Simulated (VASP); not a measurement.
Li, 3 atoms in the cell. Symmetry: P6/mmm, No. 191, hexagonal system. Conventional cell: a = 4.973 Å, b = 4.973 Å, c = 2.922 Å, α = 90.00°, β = 90.00°, γ = 120.00°. Within 3.8 Å of Li (site symmetry 6/mmm) lie 14 Li at 2.92 to 3.22 Å. Li (site symmetry -6m2) has 11 Li at 2.87 to 3.22 Å within 3.8 Å.  This cell differs from its parent crystal: volume scaled by 1.03.

```yaml
Program: VASP 6.6.1
Task: relaxation of shape and atoms at fixed volume
Functional: PBE
Potentials_or_basis: VASP PAW PBE potentials, release 64 (Li_sv)
Cutoff: 600 eV
k_mesh: 12 × 12 × 14
Occupations: gaussian, width 0.1 eV
Spin: no spin polarisation
Dipole_correction: no
Further_INCAR_settings: ALGO = Normal; EDIFF = 1e-06; IBRION = 2; EDIFFG = -0.01; NSW = 50; ISIF = 4
```

Potentials or basis: VASP PAW PBE potentials, release 64 (Li_sv).

Command:

```sh
$ cat potpaw_PBE.64/Li_sv/POTCAR > POTCAR
$ mpirun -np 1 vasp_std > vasp.out
```

Hardware: 1 thread of Intel(R) Xeon(R) 6975P-C (Granite Rapids), with other jobs on the host.

Problem. How long does it take, and how much memory?

Solution. Wall time 20 s on 1 thread of Intel(R) Xeon(R) 6975P-C (Granite Rapids), with other jobs on the host, peak memory 0.21 GiB. Counts: scf iterations 10, k points 152, ion steps 1.
